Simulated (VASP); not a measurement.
Set up this calculation in VASP 6.6.1, as the native input.

| Property | Result |
| --- | --- |
| Task | single point |
| Functional | PBE |
| Potentials or basis | VASP PAW PBE potentials, release 64 (Al, Ga_d, Sb) |
| Cutoff | 520 eV |
| k mesh | 6 × 6 × 4 |
| Occupations | gaussian, width 0.1 eV |
| Spin | no spin polarisation |
| Dipole correction | no |
| Further INCAR settings | ALGO = Normal; EDIFF = 1e-07; NBANDS = 31 |

The structure of AlGa2Sb3 lies in POSCAR:

```
AlGa2Sb3
1.0
    5.2223698931      0.0000000000      0.0000000000
   -2.6111849466      4.5227049954      0.0000000000
    0.0000000000      0.0000000000      6.1756881861
Al Ga Sb
1 2 3
Direct
    0.0000000000      0.0000000000      0.0000000000
    0.6666666667      0.3333333333      0.2431768414
    0.6666666667      0.3333333333      0.7568231586
    0.0000000000      0.0000000000      0.5000000000
    0.3333333333      0.6666666667      0.0000000000
    0.3333333333      0.6666666667      0.5000000000
```

The cell was generated, and may not be a known phase.

The input as run:

INCAR

```
  PREC = Accurate
  ENCUT = 520
  EDIFF = 1E-7
  ISMEAR = 0
  SIGMA = 0.1
  LREAL = False
  LASPH = True
  NELM = 60
  ALGO = Normal
  ISIF = 2
  LWAVE = False
  LCHARG = False
  GGA = PE
  NBANDS = 31
```

KPOINTS

```
regular mesh
0
Gamma
  6 6 4
```

Potentials or basis: VASP PAW PBE potentials, release 64 (Al, Ga_d, Sb).

The run is started by

```sh
$ cat potpaw_PBE.64/Al/POTCAR potpaw_PBE.64/Ga_d/POTCAR potpaw_PBE.64/Sb/POTCAR > POTCAR
$ mpirun -np 1 vasp_std > vasp.out
```

Results of the run:

* Pressure: 0.0 GPa
* Band gap on the k mesh: zero (bands 22 and 23 overlap by 2.24 eV)

Caveat: spin-orbit coupling is left out, which moves the levels of the heavy elements.

Wall time 58 s on 1 thread of AMD EPYC 9R45 (Zen 5), on a shared host, peak memory 0.27 GiB.
